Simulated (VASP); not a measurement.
SnSe:

```
CELL_PARAMETERS angstrom
0.00000 3.01000 3.01000
3.01000 0.00000 3.01000
3.01000 3.01000 0.00000
ATOMIC_POSITIONS crystal
Sn 0.00000 0.00000 0.00000
Se 0.50000 0.50000 0.50000
```

* Program: VASP 6.6.1
* Task: relaxation of cell and atoms
* Functional: PBEsol
* Dispersion: D3(BJ)
* Potentials or basis: VASP PAW PBE potentials, release 64 (Sn_d, Se)
* Cutoff: 500 eV
* k mesh: 6 × 6 × 6
* Occupations: gaussian, width 0.01 eV
* Spin: no spin polarisation

At the start: pressure -4.2 GPa; volume 27.27 Å³/atom.

Task: Where does the relaxation end?

Result: Over 3 steps the energy falls by 29.8 meV/atom and the volume is 25.16 Å³/atom (-7.8 %); space group Fm-3m (No. 225, to 0.1 Å) before and after.

Step by step:
```tsv
step	energy change (eV)	largest force (eV/Å)	pressure (GPa)	volume (Å³)
1	0.0000	0.0000	-4.20	54.54
2	-0.0534	0.0000	1.63	49.09
3	-0.0595	0.0000	0.01	50.31
```

Final structure:
```cif
data_structure
_symmetry_space_group_name_H-M 'P 1'
_symmetry_Int_Tables_number 1
_cell_length_a 4.1438
_cell_length_b 4.1438
_cell_length_c 4.1438
_cell_angle_alpha 60.000
_cell_angle_beta 60.000
_cell_angle_gamma 60.000
_cell_volume 50.31
loop_
_atom_site_label
_atom_site_type_symbol
_atom_site_fract_x
_atom_site_fract_y
_atom_site_fract_z
_atom_site_occupancy
Sn1 Sn 0.00000 0.00000 0.00000 1
Se1 Se 0.50000 0.50000 0.50000 1
```

Caveat: the PAW data sets were made with another functional, which shifts forces and pressure a little.
